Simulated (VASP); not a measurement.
Write the native input for VASP 6.6.1 that does the following.

| Quantity | Value |
| --- | --- |
| Task | relaxation of cell and atoms |
| Functional | PBE |
| Potentials or basis | VASP PAW PBE potentials, release 64 (Pd) |
| Cutoff | 600 eV |
| k mesh | 17 × 17 × 17 |
| Occupations | fermi-dirac, width 0.08 eV |
| Spin | no spin polarisation |
| Target pressure | 22 GPa |
| Dipole correction | no |
| Further INCAR settings | ALGO = Normal; EDIFF = 1e-07; IBRION = 2; EDIFFG = -0.005; NSW = 32; ISIF = 3 |

The structure of Pd lies in POSCAR:

```
Pd
1.0
    0.0000000000      1.9075452473      1.9075452473
    1.9075452473      0.0000000000      1.9075452473
    1.9075452473      1.9075452473      0.0000000000
Pd
1
Direct
    0.0000000000      0.0000000000      0.0000000000
```

These files were run (other wordings do the same):

INCAR

```
SYSTEM = Pd
  ALGO = Normal
  EDIFF = 1E-7
  EDIFFG = -0.005
  ENCUT = 600
  GGA = PE
  IBRION = 2
  ISIF = 3
  ISMEAR = -1
  LASPH = .True.
  LCHARG = .False.
  LREAL = .False.
  LWAVE = .False.
  NELM = 100
  NSW = 32
  PREC = Accurate
  PSTRESS = 220.0
  SIGMA = 0.08
```

KPOINTS

```
k-points
0
Gamma
  17 17 17
  0 0 0
```

Potentials or basis: VASP PAW PBE potentials, release 64 (Pd).

Run with:

```console
$ cat potpaw_PBE.64/Pd/POTCAR > POTCAR
$ mpirun -np 1 vasp_std > vasp.out
```

Results of the run:

```
Relaxed volume                                             : 13.86 Å³/atom
Relaxed cell                                               : a = 2.696 Å, b = 2.696 Å, c = 2.696 Å, α = 60.00°, β = 60.00°, γ = 60.00°
Space group after relaxing (to 0.1 Å)                      : Fm-3m (No. 225)
Energy change on relaxing (the run minimises the enthalpy) : +3.4 meV/atom
Ionic steps                                                : 3
Pressure after relaxing                                    : 22.0 GPa
Band gap on the k mesh                                     : zero (bands 5 and 6 overlap by 1.73 eV)
```

Caveat: the cell is relaxed towards a set pressure, so the run minimises the enthalpy, not the energy.

Run time: 32 s on 1 thread of AMD EPYC 9R45 96-Core Processor (Zen 5), on a shared host, peak memory 0.13 GiB.
